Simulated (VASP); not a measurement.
LiF, 4 atoms in the cell. It takes space group P6_3mc (No. 186, hexagonal). Conventional cell: a = 3.126 Å, b = 3.126 Å, c = 4.902 Å, α = 90.00°, β = 90.00°, γ = 120.00°. Li (site symmetry 3m) has 4 F at 1.85 to 1.90 Å within 2.5 Å. F (site symmetry 3m) has 4 Li at 1.85 to 1.90 Å within 2.5 Å.  This cell differs from its parent crystal: c/a of the conventional cell at fixed volume 1.5681.

| Quantity | Value |
| --- | --- |
| Program | VASP 6.6.1 |
| Task | single point |
| Functional | PBE |
| Potentials or basis | VASP PAW PBE potentials, release 64 (Li_sv, F) |
| Cutoff | 520 eV |
| k mesh | 9 × 9 × 6 |
| Occupations | gaussian, width 0.05 eV |
| Spin | no spin polarisation |
| Dipole correction | no |
| Further INCAR settings | ALGO = Normal; EDIFF = 1e-07; NBANDS = 18 |

Potentials or basis: VASP PAW PBE potentials, release 64 (Li_sv, F).

Launch:

```bash
$ cat potpaw_PBE.64/Li_sv/POTCAR potpaw_PBE.64/F/POTCAR > POTCAR
$ mpirun -np 1 vasp_std > vasp.out
```

Hardware: 1 thread of AMD EPYC 7R13, on a shared host.

Estimate the wall time of this run.

Run time: 93 s on 1 thread of AMD EPYC 7R13 (shared host), peak memory 0.13 GiB. Counts: scf iterations 15, k points 48.
